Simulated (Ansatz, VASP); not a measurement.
**SrO in VASP and in Ansatz**

File INCAR:

```
PREC = Accurate
ENCUT = 520
EDIFF = 1E-6
ISMEAR = 0
SIGMA = 0.05
LREAL = False
LASPH = True
NELM = 80
ALGO = Normal
ISIF = 2
LWAVE = False
LCHARG = True
GGA = PE
LELF = True
LVHAR = True
NBANDS = 24
```

KPOINTS

```
regular mesh
0
Gamma
  9 9 4
```

Contents of POSCAR:

```
SrO
1.0
    3.5172128484      0.0000000000      0.0000000000
   -1.7586064242      3.0459956772      0.0000000000
    0.0000000000      0.0000000000      6.1383698542
Sr O
2 2
Direct
    0.3333333333      0.6666666667      0.2543289672
    0.6666666667      0.3333333333      0.7543289672
    0.0000000000      0.0000000000     -0.0237079882
    0.0000000000      0.0000000000      0.4762920118
```

Input for Ansatz:

```yaml
crystal:
  lattice:
    - [3.5172128484, 0.0, 0.0]
    - [-1.7586064242, 3.0459956772, 0.0]
    - [0.0, 0.0, 6.1383698542]
  atoms:
    - { symbol: Sr, position: [0.3333333333, 0.6666666667, 0.2543289672] }
    - { symbol: Sr, position: [0.6666666667, 0.3333333333, 0.7543289672] }
    - { symbol: O, position: [0.0, 0.0, -0.0237079882] }
    - { symbol: O, position: [0.0, 0.0, 0.4762920118] }
basis:
  ecutwfc: 520.0
kpoints:
  mp_grid: { grid: [9, 9, 4] }
hamiltonian:
  xc: pbe
scf:
  occupations: { method: gaussian, width: 0.05 }
output:
  forces: true
  stress: true
  eigenvalues: true
```

Change from the starting cell: mode 8 frozen in at -0.148 Å, equal normal strain along x, y and z -0.0167.

Alike in both runs: task single point; functional PBE; k mesh 9 × 9 × 4; occupations gaussian, width 0.05 eV; no spin polarisation.

```csv
,VASP,Ansatz
version,VASP 6.6.1,Ansatz 0.2.0
potentials or method,"VASP PAW PBE potentials, release 64 (Sr_sv, O), cutoff 520 eV","scalar-relativistic, plane waves, PAW"
valence electrons in the cell,32,32
```

Ansatz gave:

```
gap on the k mesh at the Fermi level (eV)                     : 3.41
least direct gap on the mesh (eV)                             : 3.41
pressure (GPa)                                                : 5.6
traceless stress, the component that is largest in VASP (GPa) : 0.37
rms of the force components (eV/Å)                            : 0.282
```

Q: Which values does VASP return?

A: gap on the k mesh at the Fermi level (eV): 3.37; least direct gap on the mesh (eV): 3.41; pressure (GPa): 6.3; traceless stress, the component that is largest in VASP (GPa): 0.33; rms of the force components (eV/Å): 0.299.

Atom by atom the forces differ by 0.018 eV/Å (rms over components).
